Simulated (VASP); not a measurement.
# Mg (P6_3/mmc) in VASP: notebook

Runs on Mg. Level: r2SCAN. Tasks: single point.

All numbers are computed with VASP 6.6.1; they aren't measurements. Logs are shortened: lines on timing, memory, paths and dates and some standing lists are left out, and cuts for length are marked.

### Step 1. The cell of the first run

The structure is hexagonal, space group P6_3/mmc (No. 194). The conventional cell has a = 3.179 Å, b = 3.179 Å, c = 5.157 Å, α = 90.00°, β = 90.00°, γ = 120.00°. Within 4.2 Å of Mg (site symmetry -6m2) lie 12 Mg at 3.17 to 3.18 Å.

### Step 2. Single point, r2SCAN

Contents of POSCAR:

```
Mg
1.0
    3.1792646675      0.0000000000      0.0000000000
   -1.5896323337      2.7533239674      0.0000000000
    0.0000000000      0.0000000000      5.1568903974
Mg
2
Direct
    0.3333333333      0.6666666667      0.2500000000
    0.6666666667      0.3333333333      0.7500000000
```

Contents of INCAR.step1:

```
PREC = Accurate
ENCUT = 520
ISMEAR = -1
SIGMA = 0.1
LREAL = False
LASPH = True
NELM = 60
NBANDS = 9
GGA = PE
ALGO = Normal
EDIFF = 1E-4
LWAVE = True
LCHARG = False
```

Contents of INCAR.step2:

```
PREC = Accurate
ENCUT = 520
EDIFF = 1E-6
ISMEAR = -1
SIGMA = 0.1
LREAL = False
LASPH = True
NELM = 60
ALGO = Normal
ISIF = 2
LWAVE = False
LCHARG = False
METAGGA = R2SCAN
LMIXTAU = True
NBANDS = 9
ISTART = 1
```

Contents of KPOINTS:

```
regular mesh
0
Gamma
  4 4 2
```

Potentials or basis: VASP PAW PBE potentials, release 64 (Mg).

Command:

```console
> cat potpaw_PBE.64/Mg/POTCAR > POTCAR
> cp INCAR.step1 INCAR
> mpirun -np 1 vasp_std > vasp.out
> cp INCAR.step2 INCAR
> mpirun -np 1 vasp_std > vasp.out
```

OUTCAR:

```text
PREC = Accurate
   ENCUT = 520
   EDIFF = 1E-6
   ISMEAR = -1
   LREAL = False
   LASPH = True
   NELM = 60
   ISIF = 2
   METAGGA = R2SCAN
   ISTART = 1

 ion  position               nearest neighbor table
   1  0.333  0.667  0.250-   2 3.17   2 3.17   2 3.17   2 3.17   2 3.17   2 3.17
   2  0.667  0.333  0.750-   1 3.17   1 3.17   1 3.17   1 3.17   1 3.17   1 3.17

  LATTYP: Found a hexagonal cell.
 ALAT       =     3.1792646675
 C/A-ratio  =     1.6220387218

  Lattice vectors:

 A1 = (   3.1792646675,   0.0000000000,   0.0000000000)
 A2 = (  -1.5896323337,   2.7533239674,   0.0000000000)
 A3 = (   0.0000000000,   0.0000000000,   5.1568903974)

Analysis of symmetry for initial positions (statically):
=====================================================================
 Subroutine PRICEL returns:
 Original cell was already a primitive cell.

 Routine SETGRP: Setting up the symmetry group for a
 hexagonal supercell.

 Subroutine GETGRP returns: Found 24 space group operations
 (whereof 12 operations were pure point group operations)
 out of a pool of 24 trial point group operations.

The static configuration has the point symmetry D_3d.
 The point group associated with its full space group is D_6h.

Analysis of symmetry for dynamics (positions and initial velocities):
=====================================================================
 Subroutine PRICEL returns:
 Original cell was already a primitive cell.

 Routine SETGRP: Setting up the symmetry group for a
 hexagonal supercell.

 Subroutine GETGRP returns: Found 24 space group operations
 (whereof 12 operations were pure point group operations)
 out of a pool of 24 trial point group operations.

The dynamic configuration has the point symmetry D_3d.
 The point group associated with its full space group is D_6h.

 Subroutine INISYM returns: Found 24 space group operations
 (whereof 12 operations are pure point group operations),
 and found     1 'primitive' translations

----------------------------------------------------------------------------------------

                                     Primitive cell

  volume of cell :      45.1411

  direct lattice vectors                    reciprocal lattice vectors
     3.179264668  0.000000000  0.000000000     0.314538142  0.181598681  0.000000000
    -1.589632334  2.753323967  0.000000000     0.000000000  0.363197361  0.000000000
     0.000000000  0.000000000  5.156890397     0.000000000  0.000000000  0.193915310

  length of vectors
     3.179264668  3.179264667  5.156890397     0.363197361  0.363197361  0.193915310
[... 63 lines left out ...]
   NELM   =     60;   NELMIN=  2; NELMDL=  0     # of ELM steps
   EDIFF  = 0.1E-05   stopping-criterion for ELM
   LREAL  =      F    real-space projection
[... 7 lines left out ...]
   TEBEG  =    0.0;   TEEND  =   0.0 temperature during run
   PSTRESS=    0.0 pullay stress
   NELECT =       4.0000    total number of electrons
   NUPDOWN=      -1.0000    fix difference up-down
   EMIN   =  10.00;   EMAX   =-10.00  energy-range for DOS
   EFERMI =   0.00;   METHOD = LEGACY
   ISMEAR =    -1;   SIGMA  =   0.10  broadening in eV -4-tet -1-fermi 0-gaus
   EFERMI_NEDOS =   21; number of points for ismear=-14 and -15
   IALGO  =     38    algorithm
   IMIX   =      4    mixing-type and parameters
     AMIX     =   0.40;   BMIX     =  1.00
     AMIX_MAG =   1.60;   BMIX_MAG =  1.00
  volume/ion in A,a.u.               =      22.57       152.31
  Fermi-wavevector in a.u.,A,eV,Ry     =   0.729857  1.379229  7.247696  0.532691
  Thomas-Fermi vector in A             =   1.821682
   LORBIT       =      0    0 simple, 1 ext, 2 COOP (PROOUT), +10 PAW based schemes
   METAGGA = R2SCAN    functional components
   LHFCALC =     F    Hartree Fock is set to
   AEXX    =    0.0000 exact exchange contribution
   IVDW    =     0    specifies the selected vdW correction
   LEPSILON=     F    determine dielectric tensor
   LRPA    =     F    only Hartree local field effects (RPA)
 non-spin polarized calculation
  energy-cutoff  :      520.00
  volume of cell :       45.14
 maximum number of plane-waves:      1225
 NGX is ok and might be reduce to    24
   NGX = 11   NGY = 11   NGZ = 19

 number of electron       4.0000000 magnetization

 Free energy of the ion-electron system (eV)
  ---------------------------------------------------
  ext. energy  EPLUGINS =         0.00000000
  ---------------------------------------------------
  free energy    TOTEN  =        -8.33845584 eV

  energy without entropy =       -8.30480317  energy(sigma->0) =       -8.32162950

 E-fermi :   2.4771     XC(G=0):  -9.0922

 val. band max:        2.3578165914   @ k =   0.5000  -0.0000   0.5000
 cond. band min:       2.7209150329   @ k =   0.2500  -0.0000   0.0000
 fundamental gap:      0.3630984416
 Fermi energy:         2.4771286434

 k-point     1 :       0.0000    0.0000    0.0000
  band No.  band energies     occupation
      1      -4.7273      2.00000
      2       0.8328      2.00000
      3       1.5167      1.99987
      4      14.5274      0.00000
      5      14.5275      0.00000
      6      14.7410      0.00000
      7      14.7410      0.00000
      8      15.4347      0.00000
      9      17.3180      0.00000
[... 73 lines left out ...]
 k-point     8 :       0.2500    0.2500    0.5000
  band No.  band energies     occupation
      1       0.5889      2.00000
      2       0.5889      2.00000
      3       5.1492      0.00000
      4       5.1492      0.00000
      5       6.2789      0.00000
      6       6.2789      0.00000
      7      12.2533      0.00000
      8      12.2533      0.00000
      9      16.4773      0.00000

------------------------ aborting loop because EDIFF is reached ----------------------------------------

  FORCE on cell =-STRESS in cart. coord.  units (eV):
  Direction    XX          YY          ZZ          XY          YZ          ZX
  --------------------------------------------------------------------------------------
  -------------------------------------------------------------------------------------
  Total       -0.1965202     -0.1965202      0.1573952     -0.0000000      0.0000000      0.0000000
  in kB       -6.9750250     -6.9750250      5.5863758     -0.0000000      0.0000000      0.0000000
  external PRESSURE =      -2.7878914 kB  Pullay stress =       0.0000000 kB

 VOLUME and BASIS-vectors are now :
 -----------------------------------------------------------------------------
  energy-cutoff  :      520.00
  volume of cell :       45.14
      direct lattice vectors                 reciprocal lattice vectors
     3.179264668  0.000000000  0.000000000     0.314538142  0.181598681  0.000000000
    -1.589632334  2.753323967  0.000000000     0.000000000  0.363197361  0.000000000
     0.000000000  0.000000000  5.156890397     0.000000000  0.000000000  0.193915310

 POSITION                                       TOTAL-FORCE (eV/Angst)
 -----------------------------------------------------------------------------------
     -0.00000      1.83555      1.28922         0.000000     -0.000000      0.000000
      1.58963      0.91777      3.86767        -0.000000      0.000000      0.000000
 -----------------------------------------------------------------------------------
    total drift:                                0.000000     -0.000000      0.000000

  FREE ENERGIE OF THE ION-ELECTRON SYSTEM (eV)
  ---------------------------------------------------
  free  energy   TOTEN  =        -8.3384558405 eV

  energy  without entropy=       -8.3048031666  energy(sigma->0) =       -8.32162950
```

Run time: 29 s. Hardware: 1 thread of AMD EPYC 7R43 (Zen 3), shared host; peak memory 0.12 GiB.

Results:

| Property | Result |
| --- | --- |
| Free energy | -8.3385 eV |
| Pressure | -0.3 GPa |
| Band gap on the k mesh | zero (bands 2 and 3 overlap by 2.23 eV) |

Levels at points of the mesh, in eV from the Fermi level:
| k point | band 1 | band 2 | band 3 | band 4 | band 5 | band 6 |
| --- | --- | --- | --- | --- | --- | --- |
| (0.00, 0.00, 0.00) | -7.20 | -1.64 | -0.96 | 12.05 | 12.05 | 12.26 |
| (0.50, 0.00, 0.00) | -2.14 | -1.97 | 3.11 | 3.41 | 3.87 | 4.30 |
| (0.00, 0.00, 0.50) | -5.71 | -5.71 | 5.71 | 5.71 | 12.82 | 12.82 |
| (0.50, 0.00, 0.50) | -1.02 | -1.02 | -0.12 | -0.12 | 8.83 | 8.83 |

Caveat: the k points lie up to 0.61 Å⁻¹ apart, too coarse for converged energies and pressures of a metal; the PAW data sets were made with another functional, which shifts forces and pressure a little.

### Step 3. Single point, r2SCAN

POSCAR is that of step 2.

Contents of INCAR.step1:

```
SYSTEM = Mg
PREC = Accurate
ENCUT = 520
ISMEAR = -1
SIGMA = 0.1
LREAL = .FALSE.
LASPH = .TRUE.
NELM = 100
NBANDS = 9
GGA = PE
ALGO = Normal
EDIFF = 1E-4
LWAVE = .TRUE.
LCHARG = .FALSE.
```

Contents of INCAR.step2:

```
SYSTEM = Mg
PREC = Accurate
ENCUT = 520
EDIFF = 1E-6
ISMEAR = -1
SIGMA = 0.1
LREAL = .FALSE.
LASPH = .TRUE.
NELM = 100
ALGO = Normal
ISIF = 2
LWAVE = .FALSE.
LCHARG = .FALSE.
METAGGA = R2SCAN
LMIXTAU = .TRUE.
NBANDS = 9
ISTART = 1
```

Contents of KPOINTS:

```
regular mesh
0
G
  6 6 3
  0 0 0
```

Potentials or basis: VASP PAW PBE potentials, release 64 (Mg).

Command:

```console
> cat potpaw_PBE.64/Mg/POTCAR > POTCAR
> cp INCAR.step1 INCAR
> mpirun -np 1 vasp_std > vasp.out
> cp INCAR.step2 INCAR
> mpirun -np 1 vasp_std > vasp.out
```

OUTCAR:

```text
SYSTEM = Mg
   PREC = Accurate
   ENCUT = 520
   EDIFF = 1E-6
   ISMEAR = -1
   LREAL = .FALSE.
   LASPH = .TRUE.
   NELM = 100
   ISIF = 2
   METAGGA = R2SCAN
   ISTART = 1

 ion  position               nearest neighbor table
   1  0.333  0.667  0.250-   2 3.17   2 3.17   2 3.17   2 3.17   2 3.17   2 3.17
   2  0.667  0.333  0.750-   1 3.17   1 3.17   1 3.17   1 3.17   1 3.17   1 3.17

  LATTYP: Found a hexagonal cell.
 ALAT       =     3.1792646675
 C/A-ratio  =     1.6220387218

  Lattice vectors:

 A1 = (   3.1792646675,   0.0000000000,   0.0000000000)
 A2 = (  -1.5896323337,   2.7533239674,   0.0000000000)
 A3 = (   0.0000000000,   0.0000000000,   5.1568903974)

Analysis of symmetry for initial positions (statically):
=====================================================================
 Subroutine PRICEL returns:
 Original cell was already a primitive cell.

 Routine SETGRP: Setting up the symmetry group for a
 hexagonal supercell.

 Subroutine GETGRP returns: Found 24 space group operations
 (whereof 12 operations were pure point group operations)
 out of a pool of 24 trial point group operations.

[... 157 lines left out ...]
 fundamental gap:      0.3575118131
 Fermi energy:         2.6737699340

 k-point     1 :       0.0000    0.0000    0.0000
  band No.  band energies     occupation
      1      -4.7289      2.00000
      2       0.8057      2.00000
      3       1.5492      1.99997
      4      14.5279      0.00000
      5      14.5279      0.00000
      6      14.7203      0.00000
      7      14.7203      0.00000
      8      15.4437      0.00000
      9      17.3509      0.00000
[... 145 lines left out ...]
 k-point    14 :       0.3333    0.3333    0.3333
  band No.  band energies     occupation
      1       2.5506      1.54825
      2       2.6244      1.24189
      3       2.6244      1.24187
      4       4.4370      0.00000
      5       5.1918      0.00000
      6       5.1918      0.00000
      7      12.0279      0.00000
      8      12.7285      0.00000
      9      12.7285      0.00000

------------------------ aborting loop because EDIFF is reached ----------------------------------------

  FORCE on cell =-STRESS in cart. coord.  units (eV):
  Direction    XX          YY          ZZ          XY          YZ          ZX
  --------------------------------------------------------------------------------------
  -------------------------------------------------------------------------------------
  Total       -0.1200731     -0.1200731      0.1252411     -0.0000000     -0.0000000      0.0000000
  in kB       -4.2617158     -4.2617158      4.4451405     -0.0000000     -0.0000000      0.0000000
  external PRESSURE =      -1.3594304 kB  Pullay stress =       0.0000000 kB

 VOLUME and BASIS-vectors are now :
 -----------------------------------------------------------------------------
  energy-cutoff  :      520.00
  volume of cell :       45.14
      direct lattice vectors                 reciprocal lattice vectors
     3.179264668  0.000000000  0.000000000     0.314538142  0.181598681  0.000000000
    -1.589632334  2.753323967  0.000000000     0.000000000  0.363197361  0.000000000
     0.000000000  0.000000000  5.156890397     0.000000000  0.000000000  0.193915310

 POSITION                                       TOTAL-FORCE (eV/Angst)
 -----------------------------------------------------------------------------------
     -0.00000      1.83555      1.28922         0.000000      0.000000      0.000000
      1.58963      0.91777      3.86767        -0.000000     -0.000000      0.000000
 -----------------------------------------------------------------------------------
    total drift:                                0.000000     -0.000000      0.000000

  FREE ENERGIE OF THE ION-ELECTRON SYSTEM (eV)
  ---------------------------------------------------
  free  energy   TOTEN  =        -8.2185263637 eV

  energy  without entropy=       -8.1835035076  energy(sigma->0) =       -8.20101494
```

Run time: 37 s. Hardware: 1 thread of AMD EPYC 7R43 (Zen 3), shared host; peak memory 0.12 GiB.

Results:

* Free energy: -8.2185 eV
* Pressure: -0.1 GPa
* Band gap on the k mesh: zero (bands 2 and 3 overlap by 1.43 eV)

Levels at points of the mesh, in eV from the Fermi level:
```csv
k point,band 1,band 2,band 3,band 4,band 5
"(0.00, 0.00, 0.00)",-7.40,-1.87,-1.12,11.85,11.85
"(0.50, 0.00, 0.00)",-2.34,-2.16,2.90,3.19,3.69
```

Caveat: the k points lie up to 0.41 Å⁻¹ apart, too coarse for converged energies and pressures of a metal; the PAW data sets were made with another functional, which shifts forces and pressure a little.
